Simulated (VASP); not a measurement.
Here is a VASP 6.6.1 calculation.

Contents of INCAR:

```
SYSTEM = K2Pt
  PREC = Accurate
  ENCUT = 520
  EDIFF = 1E-6
  ISMEAR = 0
  SIGMA = 0.05
  LREAL = .False.
  LASPH = .True.
  NELM = 150
  ALGO = Normal
  ISIF = 2
  LWAVE = .False.
  LCHARG = .False.
  LNONCOLLINEAR = .True.
  MAGMOM = 0 0 0 0 0 0 0 0 0
  LORBIT = 11
  LSORBIT = .True.
  GGA_COMPAT = .False.
  LORBMOM = .True.
  LMAXMIX = 4
  GGA = PS
  NBANDS = 41
```

KPOINTS

```
regular mesh
0
Gamma
  4 4 4
  0 0 0
```

POSCAR

```
K2Pt
1.0
    0.0000000000      3.7303561582      3.7303561582
    3.7303561582      0.0000000000      3.7303561582
    3.7303561582      3.7303561582      0.0000000000
K Pt
2 1
Direct
    0.7500000000      0.7500000000      0.7500000000
    0.2500000000      0.2500000000      0.2500000000
    0.0000000000      0.0000000000      0.0000000000
```

Potentials or basis: VASP PAW PBE potentials, release 64 (K_sv, Pt).

Launch:

```console
$ cat potpaw_PBE.64/K_sv/POTCAR potpaw_PBE.64/Pt/POTCAR > POTCAR
$ mpirun -np 1 vasp_ncl > vasp.out
```

Q: Predict the pressure.

A: 0.2 GPa.

Q: What does it give for the net moment?

A: 0.00 μB per cell.

Moments on the atoms (μB; x, y, z):
```
K   0.00 0.00 0.00
K   0.00 0.00 0.00
Pt  0.00 0.00 0.00
```

Caveat: the k points lie up to 0.36 Å⁻¹ apart; the PAW data sets were made with another functional, which shifts forces and pressure a little.
